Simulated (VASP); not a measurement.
The system is Nb5N.

```xyz
6
Lattice="3.8918 0.0000 0.0000 -1.9459 3.3704 0.0000 0.0000 0.0000 7.8681" Properties=species:S:1:pos:R:3 pbc="T T T"
Nb    1.9459    1.1235    0.0000
Nb    0.0000    0.0000    6.4125
Nb    0.0000    0.0000    1.4556
Nb    1.9459    1.1235    2.7965
Nb    1.9459    1.1235    5.0716
N     0.0000    0.0000    0.0000
```

The cell was generated, and may not be a known phase.

```yaml
Program: VASP 6.6.1
Task: relaxation of cell and atoms
Functional: PBE
Potentials_or_basis: VASP PAW PBE potentials, release 64 (Nb_sv, N)
Cutoff: 600 eV
k_mesh: 6 × 6 × 2
Occupations: gaussian, width 0.1 eV
Spin: no spin polarisation
```

At the start: pressure 75.4 GPa; volume 17.20 Å³/atom.

**Question.** Where does the relaxation end?

**Answer.** Over 18 steps the energy falls by 2267.7 meV/atom and the volume is 20.97 Å³/atom (+21.9 %); space group P-6m2 (No. 187, to 0.1 Å) before and after.

The path:
| step | energy change (eV) | largest force (eV/Å) | pressure (GPa) | volume (Å³) |
| --- | --- | --- | --- | --- |
| 1 | 0.0000 | 33.8737 | 75.37 | 103.20 |
| 2 | 1.9826 | 1.0764 | -20.60 | 249.19 |
| 3 | -1.3841 | 0.6700 | -14.03 | 219.28 |
| 4 | -2.5590 | 0.8737 | -11.85 | 205.08 |
| 5 | -4.9205 | 0.9342 | -10.16 | 176.38 |
| 6 | -9.1841 | 1.8337 | -7.41 | 137.94 |
| 7 | -11.5268 | 2.4655 | -0.82 | 120.12 |
| 8 | -12.3588 | 2.3242 | 7.41 | 111.55 |
| 9 | -12.4449 | 1.6243 | 14.05 | 107.35 |
| 10 | -12.4547 | 1.8916 | 11.87 | 108.57 |
| 11 | -12.4553 | 1.8550 | 12.18 | 108.39 |
| 12 | -13.0887 | 1.5542 | -6.39 | 127.88 |
| 13 | -13.1305 | 1.5549 | -3.34 | 123.38 |
| 14 | -13.5422 | 0.8993 | 0.39 | 123.28 |
| 15 | -13.5572 | 0.7717 | 1.65 | 123.22 |
| 16 | -13.6039 | 0.1589 | -0.20 | 126.30 |
| 17 | -13.6040 | 0.1538 | -0.24 | 126.39 |
| 18 | -13.6064 | 0.0290 | -0.04 | 125.79 |

Final structure:
```yaml
crystal:
  lattice:
    - [4.24239, 0.00000, 0.00000]
    - [-2.12119, 3.67402, 0.00000]
    - [0.00000, 0.00000, 8.07061]
  atoms:
    - { symbol: Nb, position: [0.66667, 0.33333, 0.00000] }
    - { symbol: Nb, position: [0.00000, 0.00000, 0.75404] }
    - { symbol: Nb, position: [0.00000, 0.00000, 0.24596] }
    - { symbol: Nb, position: [0.66667, 0.33333, 0.33818] }
    - { symbol: Nb, position: [0.66667, 0.33333, 0.66182] }
    - { symbol: N, position: [0.00000, 0.00000, 0.00000] }
```

Caveat: the k points lie up to 0.39 Å⁻¹ apart in the final cell, too coarse for converged energies and pressures of a metal; the volume moved by over 15 % at a fixed basis, so the end points are rough.
